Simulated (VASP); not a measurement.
# WS2: single point with PBE

WS2:

```xyz
6
Lattice="3.1800 0.0000 0.0000 -1.5900 2.7540 0.0000 0.0000 0.0000 12.5000" Properties=species:S:1:pos:R:3 pbc="T T T"
W    -0.1117    1.8228    3.1982
W     1.5637    1.1299    9.2019
S     0.1688    1.8318    7.8871
S     1.5988    0.8013    1.4662
S     0.0282    1.8718   10.9450
S     1.5222    0.8043    4.8017
```

This cell differs from its parent crystal: atoms moved at random.

```json
{
 "Program": "VASP 6.6.1",
 "Task": "single point",
 "Functional": "PBE",
 "Potentials or basis": "VASP PAW PBE potentials, release 64 (W_sv, S)",
 "Cutoff": "520 eV",
 "k mesh": "12 × 12 × 4",
 "Occupations": "gaussian, width 0.05 eV",
 "Spin": "no spin polarisation",
 "Dipole correction": "no",
 "Further INCAR settings": "ALGO = Normal; EDIFF = 1e-07; NBANDS = 35"
}
```

```json
{
 "Pressure": "5.1 GPa",
 "Largest force": "11.135 eV/Å",
 "Band gap on the k mesh": "0.21 eV (least direct gap 0.48 eV)"
}
```

Forces on the atoms (eV/Å):
```
W    1.233 -1.644 -1.567
W    4.834 -4.924  8.739
S   -4.704  3.804 -7.066
S   -0.781  0.701  2.243
S   -0.146  1.084 -1.655
S   -0.436  0.979 -0.694
```

Stress tensor (GPa, compression positive):
```
 9.06 -3.38  9.56
-3.38  1.73 -3.90
 9.56 -3.90  4.63
```

Levels at points of the mesh, in eV from the valence-band top:
| k point | band 23 | band 24 | band 25 | band 26 | band 27 | band 28 | band 29 | band 30 |
| --- | --- | --- | --- | --- | --- | --- | --- | --- |
| (0.00, 0.00, 0.00) | -1.58 | -1.47 | -1.38 | 0.00 | 0.48 | 1.07 | 1.16 | 1.45 |
| (0.50, 0.00, 0.00) | -2.49 | -2.38 | -1.46 | -0.97 | 1.43 | 1.60 | 1.92 | 2.10 |
| (0.00, 0.50, 0.00) | -2.39 | -2.28 | -1.68 | -1.01 | 1.53 | 1.71 | 1.90 | 2.17 |
| (0.50, 0.50, 0.00) | -2.73 | -2.08 | -1.90 | -1.59 | 1.28 | 1.85 | 1.96 | 2.04 |
| (0.00, 0.00, 0.50) | -1.56 | -1.46 | -1.18 | 0.00 | 0.48 | 1.06 | 1.17 | 1.46 |
| (0.50, 0.00, 0.50) | -2.51 | -2.36 | -1.42 | -0.99 | 1.43 | 1.62 | 1.92 | 2.17 |
| (0.00, 0.50, 0.50) | -2.39 | -2.31 | -1.65 | -1.03 | 1.54 | 1.72 | 1.90 | 2.25 |
| (0.50, 0.50, 0.50) | -2.74 | -2.10 | -1.83 | -1.63 | 1.28 | 1.92 | 1.98 | 2.05 |

It took 5.1 min on 2 MPI ranks on Intel(R) Xeon(R) 6975P-C (Granite Rapids) (shared host), peak memory 0.86 GiB a rank.

Caveat: the cell differs from its parent crystal (atoms moved at random); the stress differs along the axes, from 2 to 9 GPa; spin-orbit coupling is left out, which moves the levels of the heavy elements; forces of over 1 eV/Å act on the atoms, so gaps and moduli don't describe the material at rest. A k mesh can miss the band edges.
